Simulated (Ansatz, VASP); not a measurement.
## MoS2: VASP beside Ansatz

The input INCAR:

```
SYSTEM = MoS2
PREC = Accurate ; ENCUT = 520
EDIFF = 1E-6 ; ISMEAR = -1
SIGMA = 0.03 ; LREAL = .FALSE.
LASPH = .TRUE. ; NELM = 80
ALGO = Normal ; ISIF = 2
LWAVE = .FALSE. ; LCHARG = .FALSE.
NBANDS = 35
```

KPOINTS

```
regular mesh
0
G
  10 10 3
  0 0 0
```

File POSCAR:

```
MoS2
1.0
    3.2558316496      0.0000000000      0.0000000000
   -1.6279158248      2.8196329190      0.0000000000
    0.0000000000      0.0000000000     12.2950000000
Mo S
2 4
Direct
    0.3333333333      0.6666666667      0.2500000000
    0.6666666667      0.3333333333      0.7500000000
    0.3333333333      0.6666666667      0.6275000000
    0.6666666667      0.3333333333      0.1275000000
    0.3333333333      0.6666666667      0.8725000000
    0.6666666667      0.3333333333      0.3725000000
```

Input for Ansatz:

```yaml
crystal:
  lattice:
    - [3.2558316496, 0.0, 0.0]
    - [-1.6279158248, 2.819632919, 0.0]
    - [0.0, 0.0, 12.295]
  atoms:
    - { symbol: Mo, position: [0.3333333333, 0.6666666667, 0.25] }
    - { symbol: Mo, position: [0.6666666667, 0.3333333333, 0.75] }
    - { symbol: S, position: [0.3333333333, 0.6666666667, 0.6275] }
    - { symbol: S, position: [0.6666666667, 0.3333333333, 0.1275] }
    - { symbol: S, position: [0.3333333333, 0.6666666667, 0.8725] }
    - { symbol: S, position: [0.6666666667, 0.3333333333, 0.3725] }
kpoints:
  mp_grid: { grid: [10, 10, 3] }
  band_path:
    path:
      - [0.0, 0.0, 0.0]
      - [0.5, 0.0, 0.0]
      - [0.3333333333, 0.3333333333, 0.0]
      - [0.0, 0.0, 0.0]
      - [0.0, 0.0, 0.5]
      - [0.5, 0.0, 0.5]
      - [0.3333333333, 0.3333333333, 0.5]
      - [0.0, 0.0, 0.5]
      - [0.5, 0.0, 0.5]
    npoints: 5
scf:
  occupations: { method: fermi_dirac, width: 0.03 }
hamiltonian:
  xc: lda
  pseudopotentials: { kind: all_electron, lapw: { basis_error: 0.001 } }
output:
  forces: true
  stress: true
  eigenvalues: true
```

Change from the starting cell: equal xx and yy strain of +3 %.

Alike in both runs: task single point; functional LDA; k mesh 10 × 10 × 3; occupations fermi-dirac, width 0.03 eV; no spin polarisation.

|  | VASP | Ansatz |
| --- | --- | --- |
| version | VASP 6.6.1 | Ansatz 0.2.0 |
| potentials or method | VASP PAW LDA potentials, release 64 (Mo_sv, S), cutoff 520 eV | all-electron LAPW, scalar-relativistic |

```csv
,VASP,Ansatz,Ansatz less VASP
pressure (GPa),-7.0,-7.0,-0.04
"traceless stress, the component that is largest in VASP (GPa)",6.84,6.87,+0.029
rms of the force components (eV/Å),0.063,0.058,-0.0054
```

LDA's correlation is that of Perdew and Zunger in VASP and of Perdew and Wang (1992) in Ansatz. Atom by atom the forces differ by 0.005 eV/Å (rms over components). Ansatz ran all-electron here, and VASP with PAW potentials.
